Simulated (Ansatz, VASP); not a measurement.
# One calculation of PbS, two programs

```
Pb S
1.0
     4.08970    0.00000    0.00000
    -2.04485    3.54178    0.00000
     0.00000    0.00000    3.78817
Pb S
1 1
Direct
  0.00000 0.00000 0.00000
  0.66667 0.33333 0.50000
```

Alike in both runs: task single point; functional PBEsol; k mesh 6 × 6 × 6; occupations fermi-dirac, width 0.05 eV; no spin polarisation.

```csv
,VASP,Ansatz
version,VASP 6.6.1,Ansatz 0.2.0
potentials or method,"VASP PAW PBE potentials, release 64 (Pb_d, S), cutoff 500 eV","plane waves, PAW"
valence electrons in the cell,20,20
```

|  | VASP | Ansatz | Ansatz less VASP |
| --- | --- | --- | --- |
| pressure (GPa) | -3.0 | -2.9 | +0.05 |
| traceless stress, the component that is largest in VASP (GPa) | -0.11 | -0.11 | +0.002 |

VASP's potentials were made for PBE, not for PBEsol. The functional is the same, so the differences come from potentials, cutoffs and numerics. Ansatz's warnings: structure snapped to symmetry.

Neither program's run includes spin-orbit coupling.
